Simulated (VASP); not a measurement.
# Co (Fm-3m) in VASP: single point with PBE

Aim: the single point of Co with PBE.

Program: VASP 6.6.1. These are calculated values, not measurements. Logs are shortened: lines on timing, memory, paths and dates and some standing lists are left out, and cuts for length are marked.

### Step 1. The cell of the first run

Symmetry: Fm-3m, No. 225, cubic system. The conventional cell has a = 3.520 Å, b = 3.520 Å, c = 3.520 Å, α = 90.00°, β = 90.00°, γ = 90.00°. Within 3.3 Å of Co (site symmetry m-3m) lie 12 Co at 2.49 Å.

### Step 2. Single point, PBE, collinear spin, ferromagnetic start

INCAR

```
SYSTEM = Co
  PREC = Accurate
  ENCUT = 520
  EDIFF = 1E-6
  ISMEAR = 0
  SIGMA = 0.1
  LREAL = .False.
  LASPH = .True.
  NELM = 150
  ALGO = Normal
  ISIF = 2
  LWAVE = .False.
  LCHARG = .False.
  ISPIN = 2
  MAGMOM = 1.94
  LORBIT = 11
  LMAXMIX = 4
  GGA = PE
  NBANDS = 14
```

KPOINTS

```
Automatic mesh
0
Gamma
  20 20 20
  0 0 0
```

POSCAR

```
Co
1.0
    0.0000000000      1.7600719651      1.7600719651
    1.7600719651      0.0000000000      1.7600719651
    1.7600719651      1.7600719651      0.0000000000
Co
1
Direct
    0.0000000000      0.0000000000      0.0000000000
```

Potentials or basis: VASP PAW PBE potentials, release 64 (Co).

Started as:

```console
cat potpaw_PBE.64/Co/POTCAR > POTCAR
mpirun -np 1 vasp_std > vasp.out
```

OUTCAR:

```text
SYSTEM = Co
   PREC = Accurate
   ENCUT = 520
   EDIFF = 1E-6
   ISMEAR = 0
   LREAL = .False.
   LASPH = .True.
   NELM = 150
   ISIF = 2
   ISPIN = 2
   LORBIT = 11
   GGA = PE

 ion  position               nearest neighbor table
   1  0.000  0.000  0.000-

  LATTYP: Found a face centered cubic cell.
 ALAT       =     3.5201439302

  Lattice vectors:

 A1 = (   0.0000000000,   1.7600719651,   1.7600719651)
 A2 = (   1.7600719651,   0.0000000000,   1.7600719651)
 A3 = (   1.7600719651,   1.7600719651,   0.0000000000)

Analysis of symmetry for initial positions (statically):
=====================================================================
 Subroutine PRICEL returns:
 Original cell was already a primitive cell.

 Routine SETGRP: Setting up the symmetry group for a
 face centered cubic supercell.

 Subroutine GETGRP returns: Found 48 space group operations
 (whereof 48 operations were pure point group operations)
 out of a pool of 48 trial point group operations.

The static configuration has the point symmetry O_h .

Analysis of symmetry for dynamics (positions and initial velocities):
=====================================================================
 Subroutine PRICEL returns:
 Original cell was already a primitive cell.

 Routine SETGRP: Setting up the symmetry group for a
 face centered cubic supercell.

 Subroutine GETGRP returns: Found 48 space group operations
 (whereof 48 operations were pure point group operations)
 out of a pool of 48 trial point group operations.

The dynamic configuration has the point symmetry O_h .

Analysis of structural, dynamic, and magnetic symmetry:
=====================================================================
 Subroutine PRICEL returns:
 Original cell was already a primitive cell.

 Routine SETGRP: Setting up the symmetry group for a
 face centered cubic supercell.

 Subroutine GETGRP returns: Found 48 space group operations
 (whereof 48 operations were pure point group operations)
 out of a pool of 48 trial point group operations.

The overall configuration has the point symmetry O_h .

 Subroutine INISYM returns: Found 48 space group operations
 (whereof 48 operations are pure point group operations),
 and found     1 'primitive' translations

----------------------------------------------------------------------------------------

                                     Primitive cell

  volume of cell :      10.9049

  direct lattice vectors                    reciprocal lattice vectors
     0.000000000  1.760071965  1.760071965    -0.284079293  0.284079293  0.284079293
     1.760071965  0.000000000  1.760071965     0.284079293 -0.284079293  0.284079293
     1.760071965  1.760071965  0.000000000     0.284079293  0.284079293 -0.284079293

  length of vectors
     2.489117644  2.489117644  2.489117644     0.492039769  0.492039769  0.492039769

  position of ions in fractional coordinates (direct lattice)
     0.000000000  0.000000000  0.000000000

  ion indices of the primitive-cell ions
   primitive index   ion index
                 1           1

----------------------------------------------------------------------------------------

 KPOINTS: Automatic mesh

Automatic generation of k-mesh.
 Grid dimensions read from file:
 generate k-points for:   20   20   20

 Generating k-lattice:

  Cartesian coordinates                     Fractional coordinates (reciprocal lattice)
    -0.014203965  0.014203965  0.014203965     0.050000000  0.000000000  0.000000000
     0.014203965 -0.014203965  0.014203965     0.000000000  0.050000000  0.000000000
     0.014203965  0.014203965 -0.014203965     0.000000000  0.000000000  0.050000000

  Length of vectors
     0.024601988  0.024601988  0.024601988

  Shift w.r.t. Gamma in fractional coordinates (k-lattice)
     0.000000000  0.000000000  0.000000000

 Subroutine IBZKPT returns following result:
 ===========================================

 Found    256 irreducible k-points:

 Following reciprocal coordinates:
            Coordinates               Weight
  0.000000  0.000000  0.000000      1.000000
  0.050000  0.000000  0.000000      8.000000
  0.100000  0.000000  0.000000      8.000000
  0.150000  0.000000  0.000000      8.000000
  0.200000  0.000000  0.000000      8.000000
  0.250000  0.000000  0.000000      8.000000
[... 16 lines left out ...]
 -0.400000  0.050000  0.000000     24.000000
 -0.350000  0.050000  0.000000     24.000000
 [... further k-points ...]
   k-points           NKPTS =    256   k-points in BZ     NKDIM =    256   number of bands    NBANDS=     14
   number of dos      NEDOS =    301   number of ions     NIONS =      1
   total plane-waves  NPLWV =   8000
   dimension x,y,z NGX =    20 NGY =   20 NGZ =   20
   dimension x,y,z NGXF=    40 NGYF=   40 NGZF=   40
   ions per type =               1
   NGX,Y,Z   is equivalent  to a cutoff of  13.36, 13.36, 13.36 a.u.
   NGXF,Y,Z  is equivalent  to a cutoff of  26.72, 26.72, 26.72 a.u.
 SYSTEM =  Co
   PREC   = accura    normal or accurate (medium, high low for compatibility)
   ISTART =      0    job   : 0-new  1-cont  2-samecut
   ICHARG =      2    charge: 1-file 2-atom 10-const
   ISPIN  =      2    spin polarized calculation?
   LNONCOLLINEAR =      F non collinear calculations
   LSORBIT =      F    spin-orbit coupling
   LASPH  =      T    aspherical Exc in radial PAW
   ENCUT  =  520.0 eV  38.22 Ry    6.18 a.u.   4.63  4.63  4.63*2*pi/ulx,y,z
   NELM   =    150;   NELMIN=  2; NELMDL= -5     # of ELM steps
   EDIFF  = 0.1E-05   stopping-criterion for ELM
   LREAL  =      F    real-space projection
   EDIFFG = 0.1E-04   stopping-criterion for IOM
   NSW    =      0    number of steps for IOM
   IBRION =     -1    ionic relax: 0-MD 1-quasi-New 2-CG
   NFREE  =      0    steps in history (QN), initial steepest desc. (CG)
   ISIF   =      2    stress and relaxation
   ISYM   =      2    0-nonsym 1-usesym 2-fastsym
   POTIM  = 0.5000    time-step for ionic-motion
   TEBEG  =    0.0;   TEEND  =   0.0 temperature during run
   PSTRESS=    0.0 pullay stress
   NELECT =       9.0000    total number of electrons
   NUPDOWN=      -1.0000    fix difference up-down
   EMIN   =  10.00;   EMAX   =-10.00  energy-range for DOS
   EFERMI =   0.00;   METHOD = LEGACY
   ISMEAR =     0;   SIGMA  =   0.10  broadening in eV -4-tet -1-fermi 0-gaus
   EFERMI_NEDOS =   21; number of points for ismear=-14 and -15
   IALGO  =     38    algorithm
   IMIX   =      4    mixing-type and parameters
     AMIX     =   0.40;   BMIX     =  1.00
     AMIX_MAG =   1.60;   BMIX_MAG =  1.00
  volume/ion in A,a.u.               =      10.90        73.59
  Fermi-wavevector in a.u.,A,eV,Ry     =   1.535613  2.901889 32.084017  2.358109
  Thomas-Fermi vector in A             =   2.642377
   LORBIT       =     11    0 simple, 1 ext, 2 COOP (PROOUT), +10 PAW based schemes
   GGA     = PE    functional components
   LHFCALC =     F    Hartree Fock is set to
   AEXX    =    0.0000 exact exchange contribution
   IVDW    =     0    specifies the selected vdW correction
   LEPSILON=     F    determine dielectric tensor
   LRPA    =     F    only Hartree local field effects (RPA)
 spin polarized calculation
 Gauss-broadening in eV      SIGMA  =   0.10
  energy-cutoff  :      520.00
  volume of cell :       10.90
 maximum number of plane-waves:       305
   NGX =  9   NGY =  9   NGZ =  9

 number of electron       8.9999997 magnetization       1.6355656

 Free energy of the ion-electron system (eV)
  ---------------------------------------------------
  ext. energy  EPLUGINS =         0.00000000
  ---------------------------------------------------
  free energy    TOTEN  =        -7.02240240 eV

  energy without entropy =       -7.01642871  energy(sigma->0) =       -7.01941556

 E-fermi :  10.2856     XC(G=0): -13.3747

 val. band max:       10.2815552843   @ k =   0.3000   0.2000   0.0500
 cond. band min:      10.2898617682   @ k =   0.3500   0.2000   0.1000
 fundamental gap:      0.0083064838
 Fermi energy:        10.2855889355

 spin component 1

 k-point     1 :       0.0000    0.0000    0.0000
  band No.  band energies     occupation
      1       1.2962      1.00000
      2       7.5730      1.00000
      3       7.5730      1.00000
      4       7.5730      1.00000
      5       8.5991      1.00000
      6       8.5991      1.00000
      7      33.2794      0.00000
      8      37.5848      0.00000
      9      37.5848      0.00000
     10      37.5848      0.00000
     11      40.7680      0.00000
     12      40.7680      0.00000
     13      40.7680      0.00000
     14      43.3184      0.00000

 k-point     2 :       0.0500    0.0000    0.0000
  band No.  band energies     occupation
      1       1.3955      1.00000
      2       7.5451      1.00000
      3       7.5973      1.00000
      4       7.5973      1.00000
      5       8.5887      1.00000
      6       8.5887      1.00000
      7      33.0724      0.00000
      8      36.2790      0.00000
      9      37.3981      0.00000
     10      37.3981      0.00000
     11      41.0511      0.00000
     12      41.0511      0.00000
     13      41.4748      0.00000
     14      44.1485      0.00000
[... 343 lines left out ...]
      1       5.0791      1.00000
      2       7.4514      1.00000
      3       7.5149      1.00000
      4       8.6173      1.00000
      5       9.3137      1.00000
      6       9.9233      1.00000
      7      17.9204      0.00000
      8      31.4838      0.00000
      9      34.0046      0.00000
     10      35.5099      0.00000
     11      38.0211      0.00000
     12      39.3619      0.00000
     13      44.2070      0.00000
     14      47.2411      0.00000

 k-point    24 :      -0.3500    0.0500    0.0000
  band No.  band energies     occupation
      1       4.8879      1.00000
      2       7.5285      1.00000
      3       7.5805      1.00000
      4       7.9895      1.00000
      5       9.1234      1.00000
      6       9.5316      1.00000
      7      19.7414      0.00000
      8      31.6410      0.00000
      9      34.2072      0.00000
     10      36.3713      0.00000
     11      38.0034      0.00000
     12      39.8050      0.00000
     13      44.0264      0.00000
     14      46.8818      0.00000

 [... further k-points ...]

 spin component 2

 k-point     1 :       0.0000    0.0000    0.0000
  band No.  band energies     occupation
      1       1.3115      1.00000
      2       9.1426      1.00000
      3       9.1426      1.00000
      4       9.1426      1.00000
      5      10.5914      0.00001
      6      10.5914      0.00001
      7      32.9591      0.00000
      8      37.7417      0.00000
      9      37.7417      0.00000
     10      37.7417      0.00000
     11      41.0679      0.00000
     12      41.0679      0.00000
     13      41.0679      0.00000
     14      42.9687      0.00000

 k-point     2 :       0.0500    0.0000    0.0000
  band No.  band energies     occupation
      1       1.4111      1.00000
      2       9.1067      1.00000
      3       9.1693      1.00000
      4       9.1693      1.00000
      5      10.5784      0.00002
      6      10.5784      0.00002
      7      32.8077      0.00000
      8      36.4216      0.00000
      9      37.5834      0.00000
     10      37.5834      0.00000
     11      41.3166      0.00000
     12      41.3166      0.00000
     13      41.5928      0.00000
     14      43.9652      0.00000
[... 343 lines left out ...]
      1       5.8423      1.00000
      2       9.0954      1.00000
      3       9.2229      1.00000
      4       9.2538      1.00000
      5      11.1992      0.00000
      6      11.5469      0.00000
      7      18.7148      0.00000
      8      31.3350      0.00000
      9      34.2373      0.00000
     10      35.8417      0.00000
     11      38.3153      0.00000
     12      39.5994      0.00000
     13      44.8061      0.00000
     14      50.4767      0.00000

 k-point    24 :      -0.3500    0.0500    0.0000
  band No.  band energies     occupation
      1       5.4103      1.00000
      2       8.7697      1.00000
      3       9.2185      1.00000
      4       9.2905      1.00000
      5      10.9931      0.00000
      6      11.3398      0.00000
      7      20.3919      0.00000
      8      31.5500      0.00000
      9      34.3976      0.00000
     10      36.7270      0.00000
     11      38.2764      0.00000
     12      40.0194      0.00000
     13      44.4189      0.00000
     14      50.1639      0.00000

 [... further k-points ...]
[... 5 lines left out ...]
  --------------------------------------------------------------------------------------
  -------------------------------------------------------------------------------------
  Total       -0.0443514     -0.0443514     -0.0443514     -0.0000000     -0.0000000     -0.0000000
  in kB       -6.5162266     -6.5162266     -6.5162266     -0.0000000     -0.0000000     -0.0000000
  external PRESSURE =      -6.5162266 kB  Pullay stress =       0.0000000 kB

 VOLUME and BASIS-vectors are now :
 -----------------------------------------------------------------------------
  energy-cutoff  :      520.00
  volume of cell :       10.90
      direct lattice vectors                 reciprocal lattice vectors
     0.000000000  1.760071965  1.760071965    -0.284079293  0.284079293  0.284079293
     1.760071965  0.000000000  1.760071965     0.284079293 -0.284079293  0.284079293
     1.760071965  1.760071965  0.000000000     0.284079293  0.284079293 -0.284079293

 POSITION                                       TOTAL-FORCE (eV/Angst)
 -----------------------------------------------------------------------------------
      0.00000      0.00000      0.00000        -0.000000     -0.000000      0.000000
 -----------------------------------------------------------------------------------
    total drift:                                0.000000      0.000000      0.000000

  FREE ENERGIE OF THE ION-ELECTRON SYSTEM (eV)
  ---------------------------------------------------
  free  energy   TOTEN  =        -7.0224023980 eV

  energy  without entropy=       -7.0164287121  energy(sigma->0) =       -7.01941556

 total charge

# of ion       s       p       d       tot
------------------------------------------
    1        0.488   0.519   7.255   8.262

 magnetization (x)

# of ion       s       p       d       tot
------------------------------------------
    1       -0.013  -0.049   1.715   1.654
```

Run time: 34 s. Hardware: 1 thread of Intel Xeon 6975P-C (Granite Rapids), shared host; peak memory 0.18 GiB.

What came out:

```yaml
Free_energy: -7.0224 eV
Pressure: -0.7 GPa
Net_moment: 1.64 μB per cell
Site_moments: Co +1.65 μB
Valence_electrons_inside_the_program's_atomic_spheres: Co 8.26
```
